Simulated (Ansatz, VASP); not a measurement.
# One calculation of ZnS, two programs

POSCAR

```
ZnS
1.0
    0.0000000000      2.6838652254      2.6838652254
    2.6838652254      0.0000000000      2.6838652254
    2.6838652254      2.6838652254      0.0000000000
Zn S
1 1
Direct
    0.7500000000      0.7500000000      0.7500000000
    0.0000000000      0.0000000000      0.0000000000
```

Contents of INCAR.step1:

```
SYSTEM = ZnS
PREC = Accurate ; ENCUT = 520
EDIFF = 1E-5 ; ISMEAR = -1
SIGMA = 0.05 ; LREAL = .False.
LASPH = .True. ; NELM = 80
ALGO = Normal ; ISIF = 2
LWAVE = .True. ; LCHARG = .False.
GGA = PE ; NBANDS = 16
```

Contents of INCAR.step2:

```
SYSTEM = ZnS
PREC = Accurate ; ENCUT = 520
EDIFF = 1E-6 ; ISMEAR = -1
SIGMA = 0.05 ; LREAL = .False.
LASPH = .True. ; NELM = 80
ALGO = Normal ; ISIF = 2
LWAVE = .False. ; LCHARG = .False.
GGA = PE ; LHFCALC = .True.
AEXX = 0.25 ; HFSCREEN = 0.3
PRECFOCK = Normal ; ISTART = 1
NBANDS = 16
```

KPOINTS

```
Automatic mesh
0
Gamma
  5 5 5
  0 0 0
```

File input.yaml:

```yaml
crystal:
  lattice:
    - [0.0, 2.6838652254, 2.6838652254]
    - [2.6838652254, 0.0, 2.6838652254]
    - [2.6838652254, 2.6838652254, 0.0]
  atoms:
    - { symbol: Zn, position: [0.75, 0.75, 0.75] }
    - { symbol: S, position: [0.0, 0.0, 0.0] }
hamiltonian:
  xc: { exchange: pbe, correlation: pbe, exx: { coeff: 0.25, omega: 0.3 } }
  pseudopotentials: { kind: paw }
kpoints:
  mp_grid: { grid: [5, 5, 5] }
scf:
  occupations: { method: fermi_dirac, width: 0.05 }
output:
  forces: true
  stress: true
  eigenvalues: true
```

Alike in both runs: task single point; functional PBE-based screened hybrid; k mesh 5 × 5 × 5; occupations fermi-dirac, width 0.05 eV; no spin polarisation.

|  | VASP | Ansatz |
| --- | --- | --- |
| version | VASP 6.6.1 | Ansatz 0.2.0 |
| potentials or method | VASP PAW PBE potentials, release 64 (Zn, S) | Ansatz PAW |
| plane-wave cutoff (eV) | 520 | 420 |
| valence electrons in the cell | 18 | 18 |

VASP gave:

| Quantity | Value |
| --- | --- |
| gap on the k mesh at the Fermi level (eV) | 3.22 |
| least direct gap on the mesh (eV) | 3.22 |
| pressure (GPa) | 2.8 |

Question: Estimate Ansatz's values.

Answer: gap on the k mesh at the Fermi level (eV): 3.23; least direct gap on the mesh (eV): 3.23; pressure (GPa): 2.8.

VASP's potentials were made for PBE, not for PBE-based screened hybrid.

Noted on Ansatz's run: odd divisions of the mesh miss points on the zone boundary, where band edges often lie, so the gap on the mesh can be too wide.
